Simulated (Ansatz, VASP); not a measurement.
AlNi in VASP and in Ansatz

```
CELL_PARAMETERS angstrom
2.07856 -2.07856 0.00000
2.07856 2.07856 0.00000
0.00000 0.00000 2.90114
ATOMIC_POSITIONS crystal
Al 0.00000 0.00000 0.00000
Ni 0.50000 0.50000 0.50000
```

Change from the starting cell: strain +0.0175 x Voigt [1, 1, 0, 0, 0, 0], atoms carried along.

Alike in both runs: task single point; functional PBE; k mesh 20 × 20 × 20; occupations gaussian, width 0.15 eV; no spin polarisation.

```csv
,VASP,Ansatz
version,VASP 6.6.1,Ansatz 0.2.0
potentials or method,"VASP PAW PBE potentials, release 64 (Al, Ni), cutoff 520 eV","scalar-relativistic, plane waves, PAW"
valence electrons in the cell,13,21
```

VASP gave:

| Item | Value |
| --- | --- |
| gap on the k mesh at the Fermi level (eV) | none |
| pressure (GPa) | -5.2 |
| traceless stress, the component that is largest in VASP (GPa) | 0.59 |

What did Ansatz give for the same quantities?

gap on the k mesh at the Fermi level (eV): none; pressure (GPa): -5.1; traceless stress, the component that is largest in VASP (GPa): 0.57.

A gap of «none» marks a metal or a gap that the smearing closes. With one functional, cell and mesh, what is left measures potentials, basis and numerics. VASP's potentials hold 13 valence electrons a cell and Ansatz's 21, so a difference there can come from the potentials and not from the codes.
